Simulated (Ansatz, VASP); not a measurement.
# Ti in VASP and in Ansatz

```
Ti
1.0
     0.00000    2.87802    2.87802
     2.87802    0.00000    2.87802
     2.87802    2.87802    0.00000
Ti
2
Direct
  0.12500 0.12500 0.12500
  0.87500 0.87500 0.87500
```

Alike in both runs: task relaxation of cell and atoms; functional RPBE; k mesh 10 × 10 × 10; occupations fermi-dirac, width 0.1 eV; no spin polarisation.

```csv
,VASP,Ansatz
version,VASP 6.6.1,Ansatz 0.2.0
potentials or method,"VASP PAW PBE potentials, release 64 (Ti_sv), cutoff 600 eV","plane waves (420 eV) with PAW, scalar-relativistic"
valence electrons in the cell,24,24
```

|  | VASP | Ansatz | Ansatz less VASP |
| --- | --- | --- | --- |
| relaxed volume (Å³/atom) | 24.73 | 24.68 | -0.052 |
| relaxed cell length with the largest relative difference (Å) | 4.120 | 4.118 | -0.0029 |

VASP's potentials were made for PBE, not for RPBE.
